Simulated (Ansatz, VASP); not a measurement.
## Ba: VASP beside Ansatz

```xyz
1
Lattice="3.6541 0.0000 0.0000 0.0000 3.6541 0.0000 0.0000 0.0000 3.7098" Properties=species:S:1:pos:R:3 pbc="T T T"
Ba    0.0000    0.0000    0.0000
```

Change from the starting cell: strain -0.015 along x and y, +0.000 along z, atoms carried along.

Alike in both runs: task single point; functional LDA; k mesh 16 × 16 × 16; occupations gaussian, width 0.15 eV; no spin polarisation.

|  | VASP | Ansatz |
| --- | --- | --- |
| version | VASP 6.6.1 | Ansatz 0.2.0 |
| potentials or method | VASP PAW LDA potentials, release 64 (Ba_sv), cutoff 520 eV | scalar-relativistic, plane waves, PAW |
| valence electrons in the cell | 10 | 10 |

VASP gave:

```
gap on the k mesh at the Fermi level (eV)                     : none
pressure (GPa)                                                : 0.6
traceless stress, the component that is largest in VASP (GPa) : -0.38
```

**Question.** What did Ansatz give for the same quantities?

**Answer.** gap on the k mesh at the Fermi level (eV): none; pressure (GPa): 0.3; traceless stress, the component that is largest in VASP (GPa): -0.35.

LDA's correlation is that of Perdew and Zunger in VASP and of Perdew and Wang (1992) in Ansatz. A gap of «none» marks a metal or a gap that the smearing closes.

Spin-orbit coupling is off throughout.
